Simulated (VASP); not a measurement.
The system is WS.

```
W S
1.0
     0.00000    2.91947    2.91947
     2.91947    0.00000    2.91947
     2.91947    2.91947    0.00000
W S
1 1
Cartesian
  0.0000 0.0000 0.0000
  1.4597 1.4597 1.4597
```

Base run:

```yaml
Program: VASP 6.6.1
Functional: r2SCAN
Potentials_or_basis: VASP PAW PBE potentials, release 64 (W_sv, S)
Cutoff: 520 eV
k_mesh: 12 × 12 × 12
Occupations: gaussian, width 0.1 eV
Spin: no spin polarisation
Hubbard_terms: W d U = 6.2 eV
```

Its results: band gap on the k mesh 0.20 eV (least direct gap 0.33 eV); pressure -4.5 GPa.

Task: The run is repeated on the same cell with these changes: spin from no spin polarisation to collinear spin; further incar settings from ALGO = Normal; EDIFF = 1e-06; NBANDS = 17 to ALGO = Normal; EDIFF = 1e-06; NBANDS = 21. What comes out?

Result: Band gap on the k mesh zero (filled and empty bands overlap); pressure 1.2 GPa; net moment 4.00 μB per cell; site moments W +3.23; S -0.20 μB.

Caveats: the PAW data sets were made with another functional, which shifts forces and pressure a little; spin-orbit coupling is left out, which moves the levels of the heavy elements; the cell stands under tension (at least some runs).

A k mesh can miss the band edges.
